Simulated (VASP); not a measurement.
Crystal: TePb.

```
Pb Te
1.0
     0.00000    3.23100    3.23100
     3.23100    0.00000    3.23100
     3.23100    3.23100    0.00000
Pb Te
1 1
Direct
  0.00000 0.00000 0.00000
  0.50000 0.50000 0.50000
```

* Program: VASP 6.6.1
* Task: relaxation of cell and atoms
* Functional: BLYP
* Potentials or basis: VASP PAW PBE potentials, release 64 (Pb_d, Te)
* Cutoff: 600 eV
* k mesh: 7 × 7 × 7
* Occupations: fermi-dirac, width 0.05 eV
* Spin: no spin polarisation

At the start: pressure 5.5 GPa; volume 33.73 Å³/atom.

Task: Where does the relaxation end?

Result: Over 3 steps the energy falls by 70.2 meV/atom and the volume is 38.29 Å³/atom (+13.5 %); space group Fm-3m (No. 225, to 0.05 Å).

Step by step:
```csv
step,energy change (eV),largest force (eV/Å),pressure (GPa),volume (Å³)
1,0.0000,0.0000,5.50,67.46
2,-0.1311,0.0000,-1.07,79.40
3,-0.1404,0.0000,0.03,76.58
```

Final structure:
```
Pb Te
1.0
     0.00000    3.37047    3.37047
     3.37047    0.00000    3.37047
     3.37047    3.37047    0.00000
Pb Te
1 1
Direct
  0.00000 0.00000 0.00000
  0.50000 0.50000 0.50000
```

Caveat: the PAW data sets were made with another functional, which shifts forces and pressure a little; the volume moved by +14 % from the deposited cell, more than functionals usually miss.
